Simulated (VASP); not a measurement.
# BaTiO3 (Pm-3m) in VASP: a series of runs, part 2 of 2

VASP 6.6.1. The steps go on from the part before.

**5. Single point, r2SCAN**

This run uses another cell than the first one, of 13.63 Å³/atom, 1.060 times its volume.

Contents of POSCAR:

```
BaTiO3
1.0
    4.0845689666      0.0000000000      0.0000000000
    0.0000000000      4.0845689666      0.0000000000
    0.0000000000      0.0000000000      4.0845689666
Ba Ti O
1 1 3
Direct
    0.5000000000      0.5000000000      0.5000000000
    0.0000000000      0.0000000000      0.0000000000
    0.0000000000      0.0000000000      0.5000000000
    0.0000000000      0.5000000000      0.0000000000
    0.5000000000      0.0000000000      0.0000000000
```

Contents of INCAR.step1:

```
PREC = Accurate ; ENCUT = 520
ISMEAR = -1 ; SIGMA = 0.05
LREAL = F ; LASPH = T
NELM = 60 ; NBANDS = 28
GGA = PE ; ALGO = Normal
EDIFF = 1E-4 ; LWAVE = T
LCHARG = F
```

Contents of INCAR.step2:

```
PREC = Accurate ; ENCUT = 520
EDIFF = 1E-6 ; ISMEAR = -1
SIGMA = 0.05 ; LREAL = F
LASPH = T ; NELM = 60
ALGO = Normal ; ISIF = 2
LWAVE = F ; LCHARG = F
METAGGA = R2SCAN ; LMIXTAU = T
NBANDS = 28 ; ISTART = 1
```

Contents of KPOINTS:

```
regular mesh
0
Gamma
  7 7 7
```

Launch:

```console
$ cat potpaw_PBE.64/Ba_sv/POTCAR potpaw_PBE.64/Ti_sv/POTCAR potpaw_PBE.64/O/POTCAR > POTCAR
$ cp INCAR.step1 INCAR
$ mpirun -np 1 vasp_std > vasp.out
$ cp INCAR.step2 INCAR
$ mpirun -np 1 vasp_std > vasp.out
```

Run time: 72 s. Hardware: 1 thread of Intel Xeon 6975P-C (Granite Rapids), shared host; peak memory 0.2 GiB.

The run converged. Its results:

* Free energy: -74.1308 eV
* Pressure: -8.9 GPa
* Band gap on the k mesh: 2.04 eV, indirect (least direct gap 2.19 eV)

Levels at points of the mesh, in eV from the valence-band top:
```
           k point  band 16  band 17  band 18  band 19  band 20  band 21  band 22  band 23  band 24  band 25
(0.00, 0.00, 0.00)    -0.97    -0.97    -0.15    -0.15    -0.15     2.04     2.04     2.04     3.80     3.80
```

Caveat: the PAW data sets were made with another functional, which shifts forces and pressure a little; spin-orbit coupling is left out, which moves the levels of the heavy elements. r2SCAN opens gaps a little over a GGA but as a rule still falls short of measured ones.

**6. Single point, PBE+U**

Contents of INCAR:

```
ALGO = Normal
EDIFF = 1E-6
ENCUT = 520
GGA = PE
ISIF = 2
ISMEAR = 1
LASPH = T
LCHARG = F
LDAU = T
LDAUJ = 0 0 0
LDAUL = -1 2 -1
LDAUPRINT = 1
LDAUTYPE = 2
LDAUU = 0 6 0
LMAXMIX = 4
LREAL = F
LWAVE = F
NBANDS = 28
NELM = 150
PREC = Accurate
SIGMA = 0.1
```

Contents of KPOINTS:

```
k-points
0
Gamma
  6 6 6
```

POSCAR: that of step 5 with these lines changed.

```diff
@@ -2,5 +2,5 @@
 1.0
-    4.0845689666      0.0000000000      0.0000000000
-    0.0000000000      4.0845689666      0.0000000000
-    0.0000000000      0.0000000000      4.0845689666
+    4.0060000000      0.0000000000      0.0000000000
+    0.0000000000      4.0060000000      0.0000000000
+    0.0000000000      0.0000000000      4.0060000000
 Ba Ti O
```

Potentials or basis: VASP PAW PBE potentials, release 64 (Ba_sv, Ti_sv, O).

Launch:

```console
$ cat potpaw_PBE.64/Ba_sv/POTCAR potpaw_PBE.64/Ti_sv/POTCAR potpaw_PBE.64/O/POTCAR > POTCAR
$ mpirun -np 1 vasp_std > vasp.out
```

OUTCAR:

```text
EDIFF = 1E-6
   ENCUT = 520
   GGA = PE
   ISIF = 2
   ISMEAR = 1
   LASPH = T
   LREAL = F
   NELM = 150
   PREC = Accurate

 ion  position               nearest neighbor table
   1  0.500  0.500  0.500-   3 2.83   4 2.83   5 2.83   4 2.83   5 2.83   3 2.83   5 2.83   5 2.83
                             3 2.83   4 2.83   4 2.83   3 2.83   2 3.47   2 3.47   2 3.47   2 3.47
   2  0.000  0.000  0.000-   3 2.00   4 2.00   5 2.00   3 2.00   4 2.00   5 2.00   1 3.47   1 3.47
                             1 3.47   1 3.47   1 3.47   1 3.47   1 3.47   1 3.47
   3  0.000  0.000  0.500-   2 2.00   2 2.00   1 2.83   1 2.83   1 2.83   1 2.83
   4  0.000  0.500  0.000-   2 2.00   2 2.00   1 2.83   1 2.83   1 2.83   1 2.83
   5  0.500  0.000  0.000-   2 2.00   2 2.00   1 2.83   1 2.83   1 2.83   1 2.83

  LATTYP: Found a simple cubic cell.
 ALAT       =     4.0060000000

  Lattice vectors:

 A1 = (   4.0060000000,   0.0000000000,   0.0000000000)
 A2 = (   0.0000000000,   4.0060000000,   0.0000000000)
 A3 = (   0.0000000000,   0.0000000000,   4.0060000000)

Analysis of symmetry for initial positions (statically):
=====================================================================
 Subroutine PRICEL returns:
 Original cell was already a primitive cell.

 Routine SETGRP: Setting up the symmetry group for a
 simple cubic supercell.

 Subroutine GETGRP returns: Found 48 space group operations
 (whereof 48 operations were pure point group operations)
 out of a pool of 48 trial point group operations.

The static configuration has the point symmetry O_h .

Analysis of symmetry for dynamics (positions and initial velocities):
=====================================================================
 Subroutine PRICEL returns:
 Original cell was already a primitive cell.

 Routine SETGRP: Setting up the symmetry group for a
 simple cubic supercell.

 Subroutine GETGRP returns: Found 48 space group operations
 (whereof 48 operations were pure point group operations)
 out of a pool of 48 trial point group operations.

The dynamic configuration has the point symmetry O_h .

 Subroutine INISYM returns: Found 48 space group operations
 (whereof 48 operations are pure point group operations),
 and found     1 'primitive' translations

----------------------------------------------------------------------------------------

                                     Primitive cell

  volume of cell :      64.2884

  direct lattice vectors                    reciprocal lattice vectors
     4.006000000  0.000000000  0.000000000     0.249625562  0.000000000  0.000000000
     0.000000000  4.006000000  0.000000000     0.000000000  0.249625562  0.000000000
     0.000000000  0.000000000  4.006000000     0.000000000  0.000000000  0.249625562

  length of vectors
     4.006000000  4.006000000  4.006000000     0.249625562  0.249625562  0.249625562

  position of ions in fractional coordinates (direct lattice)
[... 100 lines left out ...]
     AMIX_MAG =   1.60;   BMIX_MAG =  1.00
  volume/ion in A,a.u.               =      12.86        86.77
  Fermi-wavevector in a.u.,A,eV,Ry     =   1.397603  2.641087 26.576187  1.953295
  Thomas-Fermi vector in A             =   2.520843
   LORBIT       =      0    0 simple, 1 ext, 2 COOP (PROOUT), +10 PAW based schemes
 LDA+U is selected, type is set to LDAUTYPE =  2
   angular momentum for each species LDAUL =    -1    2   -1
   U (eV)           for each species LDAUU =   0.0  6.0  0.0
   J (eV)           for each species LDAUJ =   0.0  0.0  0.0
   GGA     = PE    functional components
   LHFCALC =     F    Hartree Fock is set to
   AEXX    =    0.0000 exact exchange contribution
   IVDW    =     0    specifies the selected vdW correction
   LEPSILON=     F    determine dielectric tensor
   LRPA    =     F    only Hartree local field effects (RPA)
 non-spin polarized calculation
 Methfessel and Paxton  Order N= 1 SIGMA  =   0.10
  energy-cutoff  :      520.00
  volume of cell :       64.29
 maximum number of plane-waves:      1755
 NGX is ok and might be reduce to    30
   NGX = 15   NGY = 15   NGZ = 15

atom =   2  type =  2  l = 2

 onsite density matrix

spin component  1

  0.0942 -0.0000 -0.0000  0.0000 -0.0000
 -0.0000  0.0942  0.0000  0.0000 -0.0000
 -0.0000  0.0000  0.2323 -0.0000  0.0000
  0.0000  0.0000 -0.0000  0.0942  0.0000
 -0.0000 -0.0000  0.0000  0.0000  0.2323

spin component  2

  0.0942 -0.0000 -0.0000  0.0000 -0.0000
 -0.0000  0.0942  0.0000  0.0000 -0.0000
 -0.0000  0.0000  0.2323 -0.0000  0.0000
  0.0000  0.0000 -0.0000  0.0942  0.0000
 -0.0000 -0.0000  0.0000  0.0000  0.2323

 occupancies and eigenvectors

  o =  0.0942  v =  0.0000 -0.5761  0.0000 -0.8174 -0.0000  0.0000  0.0000  0.0000  0.0000  0.0000      0.0000  0.0000  0.0000  0.0000  0.0000  0.0000  0.0000  0.0000  0.0000  0.0000
  o =  0.0942  v =  0.0000  0.0000  0.0000  0.0000  0.0000  0.0000 -0.5761  0.0000 -0.8174 -0.0000      0.0000  0.0000  0.0000  0.0000  0.0000  0.0000  0.0000  0.0000  0.0000  0.0000
  o =  0.0942  v =  0.0000  0.8174 -0.0000 -0.5761 -0.0000  0.0000  0.0000  0.0000  0.0000  0.0000      0.0000  0.0000  0.0000  0.0000  0.0000  0.0000  0.0000  0.0000  0.0000  0.0000
  o =  0.0942  v =  0.0000  0.0000  0.0000  0.0000  0.0000  0.0000  0.8174 -0.0000 -0.5761 -0.0000      0.0000  0.0000  0.0000  0.0000  0.0000  0.0000  0.0000  0.0000  0.0000  0.0000
  o =  0.0942  v =  1.0000  0.0000  0.0000  0.0000  0.0000  0.0000  0.0000  0.0000  0.0000  0.0000      0.0000  0.0000  0.0000  0.0000  0.0000  0.0000  0.0000  0.0000  0.0000  0.0000
  o =  0.0942  v =  0.0000  0.0000  0.0000  0.0000  0.0000  1.0000  0.0000  0.0000  0.0000  0.0000      0.0000  0.0000  0.0000  0.0000  0.0000  0.0000  0.0000  0.0000  0.0000  0.0000
  o =  0.2323  v =  0.0000  0.0000  0.0000  0.0000  0.0000  0.0000 -0.0000  0.0003  0.0000 -1.0000      0.0000  0.0000  0.0000  0.0000  0.0000  0.0000  0.0000  0.0000  0.0000  0.0000
  o =  0.2323  v =  0.0000 -0.0000  0.0003  0.0000 -1.0000  0.0000  0.0000  0.0000  0.0000  0.0000      0.0000  0.0000  0.0000  0.0000  0.0000  0.0000  0.0000  0.0000  0.0000  0.0000
  o =  0.2323  v =  0.0000  0.0000  0.0000  0.0000  0.0000  0.0000 -0.0000  1.0000  0.0000  0.0003      0.0000  0.0000  0.0000  0.0000  0.0000  0.0000  0.0000  0.0000  0.0000  0.0000
  o =  0.2323  v =  0.0000 -0.0000  1.0000  0.0000  0.0003  0.0000  0.0000  0.0000  0.0000  0.0000      0.0000  0.0000  0.0000  0.0000  0.0000  0.0000  0.0000  0.0000  0.0000  0.0000

 number of electron      39.9999976 magnetization

 Free energy of the ion-electron system (eV)
  ---------------------------------------------------
  ext. energy  EPLUGINS =         0.00000000
  ---------------------------------------------------
  free energy    TOTEN  =       -36.04483927 eV

  energy without entropy =      -36.04540179  energy(sigma->0) =      -36.04502677

 E-fermi :   4.0807     XC(G=0): -11.2575

 val. band max:        4.0225828144   @ k =   0.5000   0.5000   0.5000
 cond. band min:       6.4984183211   @ k =   0.0000   0.0000   0.0000
 fundamental gap:      2.4758355067
 Fermi energy:         4.0807032770

 k-point     1 :       0.0000    0.0000    0.0000
  band No.  band energies     occupation
      1     -54.2798      2.00000
      2     -30.4144      2.00000
      3     -30.4144      2.00000
      4     -30.4144      2.00000
      5     -20.8058      2.00000
      6     -12.9558      2.00000
[... 609 lines left out ...]
     27      11.6346      0.00000
     28      11.6346      0.00000

------------------------ aborting loop because EDIFF is reached ----------------------------------------

  FORCE on cell =-STRESS in cart. coord.  units (eV):
  Direction    XX          YY          ZZ          XY          YZ          ZX
  --------------------------------------------------------------------------------------
  -------------------------------------------------------------------------------------
  Total        3.2773495      3.2773495      3.2773495     -0.0000000      0.0000000     -0.0000000
  in kB       81.6771369     81.6771369     81.6771369     -0.0000000      0.0000000     -0.0000000
  external PRESSURE =      81.6771369 kB  Pullay stress =       0.0000000 kB

 VOLUME and BASIS-vectors are now :
 -----------------------------------------------------------------------------
  energy-cutoff  :      520.00
  volume of cell :       64.29
      direct lattice vectors                 reciprocal lattice vectors
     4.006000000  0.000000000  0.000000000     0.249625562  0.000000000  0.000000000
     0.000000000  4.006000000  0.000000000     0.000000000  0.249625562  0.000000000
     0.000000000  0.000000000  4.006000000     0.000000000  0.000000000  0.249625562

 POSITION                                       TOTAL-FORCE (eV/Angst)
 -----------------------------------------------------------------------------------
      2.00300      2.00300      2.00300         0.000000      0.000000      0.000000
      0.00000      0.00000      0.00000         0.000000      0.000000      0.000000
      0.00000      0.00000      2.00300         0.000000      0.000000      0.000000
      0.00000      2.00300      0.00000         0.000000      0.000000      0.000000
      2.00300      0.00000      0.00000         0.000000      0.000000      0.000000
 -----------------------------------------------------------------------------------
    total drift:                               -0.000000     -0.000000      0.000000

  FREE ENERGIE OF THE ION-ELECTRON SYSTEM (eV)
  ---------------------------------------------------
  free  energy   TOTEN  =       -36.0448392697 eV

  energy  without entropy=      -36.0454017851  energy(sigma->0) =      -36.04502677
```

OSZICAR:

```text
N       E                     dE             d eps       ncg     rms          rms(c)
DAV:   1     0.438300998788E+03    0.43830E+03   -0.20370E+04  1120   0.152E+03
DAV:   2    -0.641762998566E+01   -0.44472E+03   -0.42454E+03  1296   0.419E+02
DAV:   3    -0.464546331516E+02   -0.40037E+02   -0.39713E+02  1340   0.134E+02
DAV:   4    -0.484903522878E+02   -0.20357E+01   -0.20311E+01  1732   0.263E+01
DAV:   5    -0.485280278759E+02   -0.37676E-01   -0.37660E-01  1400   0.338E+00    0.231E+01
DAV:   6    -0.358496494368E+02    0.12678E+02   -0.55857E+01  1616   0.672E+01    0.876E+00
DAV:   7    -0.360618796219E+02   -0.21223E+00   -0.60533E+00  1436   0.127E+01    0.510E+00
DAV:   8    -0.360627442874E+02   -0.86467E-03   -0.13992E+00  1372   0.829E+00    0.160E+00
DAV:   9    -0.360374920032E+02    0.25252E-01   -0.14716E-01  1368   0.318E+00    0.108E+00
DAV:  10    -0.360465078529E+02   -0.90158E-02   -0.70946E-02  1336   0.202E+00    0.410E-01
DAV:  11    -0.360447236447E+02    0.17842E-02   -0.73390E-03  1344   0.638E-01    0.110E-01
DAV:  12    -0.360449880296E+02   -0.26438E-03   -0.12768E-03  1528   0.358E-01    0.104E-01
DAV:  13    -0.360448453151E+02    0.14271E-03   -0.66055E-04  1432   0.241E-01    0.203E-02
DAV:  14    -0.360448389295E+02    0.63855E-05   -0.49103E-05  1368   0.688E-02    0.144E-02
DAV:  15    -0.360448414691E+02   -0.25396E-05   -0.11388E-05  1472   0.327E-02    0.118E-02
DAV:  16    -0.360448391383E+02    0.23308E-05   -0.87916E-06  1376   0.252E-02    0.863E-04
DAV:  17    -0.360448392697E+02   -0.13141E-06   -0.48648E-07   696   0.649E-03
   1 F= -.36044839E+02 E0= -.36045027E+02  d E =0.562515E-03
```

It took 44 s on 1 thread of AMD EPYC 9R45 (Zen 5), shared host; peak memory 0.16 GiB.

What came out:

| Quantity | Value |
| --- | --- |
| Free energy | -36.0448 eV |
| Pressure | 8.2 GPa |
| Band gap on the k mesh | 2.48 eV, indirect (least direct gap 2.69 eV) |

Eigenvalues of the final occupation matrices:
```csv
site,spin,trace,eigenvalues
site 2 d,1,0.75,0.09 0.09 0.09 0.23 0.23
site 2 d,2,0.75,0.09 0.09 0.09 0.23 0.23
```

Caveat: spin-orbit coupling is left out, which moves the levels of the heavy elements.

**7. Overview**

| level | U | cell | k mesh | smearing | gap on the mesh (eV) | pressure (GPa) |
| --- | --- | --- | --- | --- | --- | --- |
| r2SCAN | - | a = 4.006 Å, 5 atoms | 7 × 7 × 7 | fermi-dirac 0.05 eV | 2.19 | 0.3 |
| r2SCAN | - | a = 4.033 Å, 5 atoms | 7 × 7 × 7 | fermi-dirac 0.05 eV | 2.14 | -3.1 |
| r2SCAN | - | a = 4.059 Å, 5 atoms | 7 × 7 × 7 | fermi-dirac 0.05 eV | 2.09 | -6.1 |
| r2SCAN | - | a = 4.085 Å, 5 atoms | 7 × 7 × 7 | fermi-dirac 0.05 eV | 2.04 | -8.9 |
| PBE+U | Ti d U = 6.0 eV | a = 4.006 Å, 5 atoms | 6 × 6 × 6 | methfessel-paxton 0.1 eV | 2.48 | 8.2 |

Alike in all rows: task single point; potentials or basis VASP PAW PBE potentials, release 64 (Ba_sv, Ti_sv, O); no spin polarisation; cutoff (eV) 520.

Caveats: spin-orbit coupling is left out, which moves the levels of the heavy elements; the PAW data sets were made with another functional, which shifts forces and pressure a little (some runs).

Absolute energies hang on the potentials; compare differences alone.
